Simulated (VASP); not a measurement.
# CdHg3Se4 in VASP: a series of runs

Runs on CdHg3Se4. Level: PBE. Tasks: single point, relaxation of cell and atoms.

All numbers are computed with VASP 6.6.1; they aren't measurements. Logs are shortened: lines on timing, memory, paths and dates and some standing lists are left out, and cuts for length are marked.

### 1 The cell of the first run

The typed cell holds 8 atoms: a = 6.216 Å, b = 6.233 Å, c = 6.275 Å, α = 89.96°, β = 90.05°, γ = 90.11°.

### 2 Single point, PBE

INCAR

```
  ALGO = Normal
  EDIFF = 1E-6
  ENCUT = 520
  GGA = PE
  ISIF = 2
  ISMEAR = 0
  LASPH = T
  LCHARG = F
  LREAL = F
  LWAVE = F
  NBANDS = 46
  NELM = 100
  PREC = Accurate
  SIGMA = 0.2
```

KPOINTS

```
k-points
0
Gamma
  4 4 4
```

POSCAR

```
CdHg3Se4
1.0
    6.2157489329     -0.0058408294     -0.0031371302
   -0.0056008344      6.2334775533      0.0020102259
   -0.0019354782      0.0026236653      6.2747201621
Cd Hg Se
1 3 4
Direct
   -0.0024784448      0.0016868089      0.0000766096
    0.4965269928     -0.0017324524      0.5046855651
    0.5032886096      0.5023592804      0.0003291658
    0.0026459232      0.4977159630      0.4958405630
    0.7489023863      0.2471002351      0.2499876234
    0.7539438452      0.7502405816      0.7492597871
    0.2485209934      0.2500914658      0.7530416666
    0.2486496944      0.7525381177      0.2467790195
```

Potentials or basis: VASP PAW PBE potentials, release 64 (Cd, Hg, Se).

Command:

```sh
$ cat potpaw_PBE.64/Cd/POTCAR potpaw_PBE.64/Hg/POTCAR potpaw_PBE.64/Se/POTCAR > POTCAR
$ mpirun -np 1 vasp_std > vasp.out
```

OUTCAR:

```text
EDIFF = 1E-6
   ENCUT = 520
   GGA = PE
   ISIF = 2
   ISMEAR = 0
   LASPH = T
   LREAL = F
   NELM = 100
   PREC = Accurate

 ion  position               nearest neighbor table
   1  0.998  0.002  0.000-   5 2.68   6 2.69   7 2.69   8 2.69
   2  0.497  0.998  0.505-   7 2.70   6 2.70   8 2.71   5 2.72
   3  0.503  0.502  0.000-   6 2.70   5 2.71   8 2.71   7 2.72
   4  0.003  0.498  0.496-   8 2.70   5 2.70   7 2.71   6 2.72
   5  0.749  0.247  0.250-   1 2.68   4 2.70   3 2.71   2 2.72
   6  0.754  0.750  0.749-   1 2.69   3 2.70   2 2.70   4 2.72
   7  0.249  0.250  0.753-   1 2.69   2 2.70   4 2.71   3 2.72
   8  0.249  0.753  0.247-   1 2.69   4 2.70   2 2.71   3 2.71

  LATTYP: Found a triclinic cell.
 ALAT       =     8.8286036113
 B/A-ratio  =     0.7040470659
 C/A-ratio  =     1.5866802598
 COS(alpha) =     0.0000892096
 COS(beta)  =     0.6365439283
 COS(gamma) =     0.7034688506

  Lattice vectors:

 A1 = (  -6.2138134547,   0.0032171641,  -6.2715830319)
 A2 = (  -6.2157489329,   0.0058408294,   0.0031371302)
 A3 = (  -0.0017298780,   6.2282302227, -12.5474300983)

Analysis of symmetry for initial positions (statically):
=====================================================================
 Subroutine PRICEL returns:
 Original cell was already a primitive cell.

 Routine SETGRP: Setting up the symmetry group for a
 triclinic supercell.

 Subroutine GETGRP returns: Found  1 space group operations
 (whereof  1 operations were pure point group operations)
 out of a pool of  2 trial point group operations.

The static configuration has the point symmetry C_1 .

Analysis of symmetry for dynamics (positions and initial velocities):
=====================================================================
 Subroutine PRICEL returns:
 Original cell was already a primitive cell.

 Routine SETGRP: Setting up the symmetry group for a
 triclinic supercell.

 Subroutine GETGRP returns: Found  1 space group operations
 (whereof  1 operations were pure point group operations)
 out of a pool of  2 trial point group operations.

The dynamic configuration has the point symmetry C_1 .

 Subroutine INISYM returns: Found  1 space group operations
 (whereof  1 operations are pure point group operations),
 and found     1 'primitive' translations

----------------------------------------------------------------------------------------

[... 109 lines left out ...]
   NFREE  =      0    steps in history (QN), initial steepest desc. (CG)
   ISIF   =      2    stress and relaxation
   ISYM   =      2    0-nonsym 1-usesym 2-fastsym
   POTIM  = 0.5000    time-step for ionic-motion
   TEBEG  =    0.0;   TEEND  =   0.0 temperature during run
   PSTRESS=    0.0 pullay stress
   NELECT =      72.0000    total number of electrons
   NUPDOWN=      -1.0000    fix difference up-down
   EMIN   =  10.00;   EMAX   =-10.00  energy-range for DOS
   EFERMI =   0.00;   METHOD = LEGACY
   ISMEAR =     0;   SIGMA  =   0.20  broadening in eV -4-tet -1-fermi 0-gaus
   EFERMI_NEDOS =   21; number of points for ismear=-14 and -15
   IALGO  =     38    algorithm
   IMIX   =      4    mixing-type and parameters
     AMIX     =   0.40;   BMIX     =  1.00
     AMIX_MAG =   1.60;   BMIX_MAG =  1.00
  volume/ion in A,a.u.               =      30.39       205.08
  Fermi-wavevector in a.u.,A,eV,Ry     =   1.091222  2.062110 16.201345  1.190765
  Thomas-Fermi vector in A             =   2.227463
   LORBIT       =      0    0 simple, 1 ext, 2 COOP (PROOUT), +10 PAW based schemes
   GGA     = PE    functional components
   LHFCALC =     F    Hartree Fock is set to
   AEXX    =    0.0000 exact exchange contribution
   IVDW    =     0    specifies the selected vdW correction
   LEPSILON=     F    determine dielectric tensor
   LRPA    =     F    only Hartree local field effects (RPA)
 non-spin polarized calculation
 Gauss-broadening in eV      SIGMA  =   0.20
  energy-cutoff  :      520.00
  volume of cell :      243.12
 maximum number of plane-waves:      6587
 NGX is ok and might be reduce to    48
   NGX = 23   NGY = 23   NGZ = 23

 number of electron      72.0000008 magnetization

 Free energy of the ion-electron system (eV)
  ---------------------------------------------------
  ext. energy  EPLUGINS =         0.00000000
  ---------------------------------------------------
  free energy    TOTEN  =       -17.74094758 eV

  energy without entropy =      -17.73386315  energy(sigma->0) =      -17.73740537

 E-fermi :   0.9585     XC(G=0):  -8.6515

 val. band max:        0.8726003774   @ k =   0.0000   0.0000   0.0000
 cond. band min:       1.9604033919   @ k =   0.0000  -0.0000   0.2500
 fundamental gap:      1.0878030145
 Fermi energy:         0.9585433171

 k-point     1 :       0.0000    0.0000    0.0000
  band No.  band energies     occupation
      1     -11.8939      2.00000
      2     -11.4004      2.00000
      3     -11.3953      2.00000
      4     -11.3928      2.00000
      5      -6.9708      2.00000
      6      -6.9694      2.00000
[... 1165 lines left out ...]
     45       7.0427      0.00000
     46       7.0744      0.00000

 [... further k-points ...]

------------------------ aborting loop because EDIFF is reached ----------------------------------------

  FORCE on cell =-STRESS in cart. coord.  units (eV):
  Direction    XX          YY          ZZ          XY          YZ          ZX
  --------------------------------------------------------------------------------------
  -------------------------------------------------------------------------------------
  Total        0.5131629      0.4520954      0.2989312      0.0523494     -0.0195524      0.0213905
  in kB        3.3818014      2.9793594      1.9699906      0.3449882     -0.1288522      0.1409661
  external PRESSURE =       2.7770505 kB  Pullay stress =       0.0000000 kB

 VOLUME and BASIS-vectors are now :
 -----------------------------------------------------------------------------
  energy-cutoff  :      520.00
  volume of cell :      243.12
      direct lattice vectors                 reciprocal lattice vectors
     6.215748933 -0.005840829 -0.003137130     0.160881820  0.000144538  0.000049565
    -0.005600834  6.233477553  0.002010226     0.000150714  0.160424253 -0.000067032
    -0.001935478  0.002623665  6.274720162     0.000080387 -0.000051323  0.159369703

 POSITION                                       TOTAL-FORCE (eV/Angst)
 -----------------------------------------------------------------------------------
      6.20033      0.00469     -0.00265         0.006552     -0.005078     -0.000052
      3.07972      6.22110      3.16721         0.008489      0.002765     -0.010135
      3.12550      3.12851      0.00150        -0.003756     -0.003482     -0.000123
      0.01270      3.10379      3.11225        -0.007351      0.002600      0.006122
      4.65312      1.53658      1.56675         0.001905     -0.005890     -0.003881
      4.68067      4.67417      4.70054         0.000481      0.005710      0.003770
      1.54189      1.55946      4.72485        -0.005712      0.000074      0.004461
      1.54085      4.69012      1.54920        -0.000609      0.003301     -0.000161
 -----------------------------------------------------------------------------------
    total drift:                                0.000537     -0.000519     -0.000053

  FREE ENERGIE OF THE ION-ELECTRON SYSTEM (eV)
  ---------------------------------------------------
  free  energy   TOTEN  =       -17.7409475850 eV

  energy  without entropy=      -17.7338631537  energy(sigma->0) =      -17.73740537
```

stdout:

```text
POSCAR found type information on POSCAR CdHgSe
 POSCAR found :  3 types and       8 ions
 scaLAPACK will be used
 LDA part: xc-table for (Slater+PW92), standard interpolation
 POSCAR, INCAR and KPOINTS ok, starting setup
 FFT: planning ... GRIDC
 FFT: planning ... GRID_SOFT
 FFT: planning ... GRID
 WAVECAR not read
 entering main loop
```

Run time: 3.8 min. Hardware: 1 thread of Intel Xeon Platinum 8488C (Sapphire Rapids), shared host; peak memory 0.55 GiB.

What came out:

```
Free energy   : -17.7409 eV
Pressure      : 0.3 GPa
Largest force : 0.014 eV/Å
```

Forces in eV/Å, atoms in the order of the input:
```
Cd   0.007 -0.005  0.000
Hg   0.008  0.003 -0.010
Hg  -0.004 -0.003  0.000
Hg  -0.007  0.003  0.006
Se   0.002 -0.006 -0.004
Se   0.000  0.006  0.004
Se  -0.006  0.000  0.004
Se  -0.001  0.003  0.000
```

Stress tensor (GPa, compression positive):
```
 0.34  0.03  0.01
 0.03  0.30 -0.01
 0.01 -0.01  0.20
```

Levels at points of the mesh, in eV from the Fermi level:
```
           k point  band 34  band 35  band 36  band 37  band 38  band 39
(0.00, 0.00, 0.00)    -0.75    -0.12    -0.10    -0.09     2.55     2.59
(0.50, 0.00, 0.00)    -1.21    -1.08    -1.06     2.12     2.28     3.39
(0.00, 0.50, 0.00)    -1.20    -1.07    -1.05     2.12     2.28     3.38
(0.50, 0.50, 0.00)    -0.93    -0.89    -0.76     2.32     2.36     2.38
(0.00, 0.00, 0.50)    -1.19    -1.05    -1.04     2.12     2.27     3.35
(0.50, 0.00, 0.50)    -0.95    -0.90    -0.78     2.31     2.36     2.37
(0.00, 0.50, 0.50)    -0.96    -0.91    -0.79     2.31     2.36     2.36
(0.50, 0.50, 0.50)    -0.81    -0.81    -0.79     1.07     1.08     1.09
```

Caveat: spin-orbit coupling is left out, which moves the levels of the heavy elements.

### 3 Relaxation of cell and atoms, PBE

INCAR

```
PREC     = Accurate       # precision mode
ENCUT    = 600            # plane-wave cutoff, eV
EDIFF    = 1E-7           # SCF threshold, eV
ISMEAR   = 0              # smearing method
SIGMA    = 0.1            # smearing width, eV
LREAL    = False          # projectors in reciprocal space
LASPH    = True           # aspherical terms in the spheres
NELM     = 60             # most SCF steps
ALGO     = Normal         # electronic algorithm
ISIF     = 3              # what is computed and relaxed
LWAVE    = False          # write WAVECAR
LCHARG   = False          # write CHGCAR
GGA      = PE             # functional
IBRION   = 2              # ionic algorithm
NSW      = 100            # ionic steps
EDIFFG   = -0.01          # ionic threshold
```

KPOINTS

```
regular mesh
0
Gamma
  6 6 6
```

POSCAR

```
CdHg3Se4
1.0
    6.2444690000      0.0000000000      0.0000000000
    0.0000000000      6.2444690000      0.0000000000
    0.0000000000      0.0000000000      6.2444690000
Cd Hg Se
1 3 4
Direct
    0.0000000000      0.0000000000      0.0000000000
    0.5000000000      0.0000000000      0.5000000000
    0.5000000000      0.5000000000      0.0000000000
    0.0000000000      0.5000000000      0.5000000000
    0.7514980000      0.2485020000      0.2485020000
    0.7514980000      0.7514980000      0.7514980000
    0.2485020000      0.2485020000      0.7514980000
    0.2485020000      0.7514980000      0.2485020000
```

Potentials or basis: VASP PAW PBE potentials, release 64 (Cd, Hg, Se).

Command:

```sh
$ cat potpaw_PBE.64/Cd/POTCAR potpaw_PBE.64/Hg/POTCAR potpaw_PBE.64/Se/POTCAR > POTCAR
$ mpirun -np 1 vasp_std > vasp.out
```

It took 4.5 min on 1 thread of Intel Xeon Platinum 8488C (Sapphire Rapids), shared host; peak memory 0.51 GiB.

It converged, with:

* Free energy: -17.7432 eV
* Relaxed volume: 30.62 Å³/atom
* Relaxed cell: a = 6.257 Å, b = 6.257 Å, c = 6.257 Å, α = 90.00°, β = 90.00°, γ = 90.00°
* Space group after relaxing (to 0.1 Å): P-43m (No. 215)
* Energy gained by relaxing: 0.1 meV/atom
* Ionic steps: 2
* Pressure after relaxing: 0.0 GPa
* Band gap on the k mesh: zero (filled and empty bands touch)

The path:
| step | energy change (eV) | largest force (eV/Å) | pressure (GPa) | volume (Å³) |
| --- | --- | --- | --- | --- |
| 1 | 0.0000 | 0.0021 | 0.21 | 243.49 |
| 2 | -0.0007 | 0.0015 | -0.04 | 244.92 |

Final structure:
```xyz
8
Lattice="6.2567 0.0000 0.0000 0.0000 6.2567 0.0000 0.0000 0.0000 6.2567" Properties=species:S:1:pos:R:3 pbc="T T T"
Cd    0.0000    6.2567    6.2567
Hg    3.1283    6.2567    3.1283
Hg    3.1283    3.1283    6.2567
Hg    0.0000    3.1283    3.1283
Se    4.7018    1.5549    1.5549
Se    4.7018    4.7018    4.7018
Se    1.5549    1.5549    4.7018
Se    1.5549    4.7018    1.5549
```

Levels at points of the mesh, in eV from the Fermi level:
```
           k point  band 33  band 34  band 35  band 36  band 37  band 38  band 39  band 40
(0.00, 0.00, 0.00)    -1.89    -0.72    -0.06    -0.06    -0.06     2.60     2.60     3.16
(0.50, 0.00, 0.00)    -1.15    -1.15    -1.00    -1.00     2.14     2.30     3.39     3.74
(0.50, 0.50, 0.00)    -0.89    -0.89    -0.85    -0.72     2.34     2.39     2.39     3.20
(0.50, 0.50, 0.50)    -0.78    -0.76    -0.76    -0.76     1.12     1.12     1.12     2.00
```

Caveat: semilocal functionals underestimate gaps, so a narrow gap can read as zero; spin-orbit coupling is left out, which moves the levels of the heavy elements.
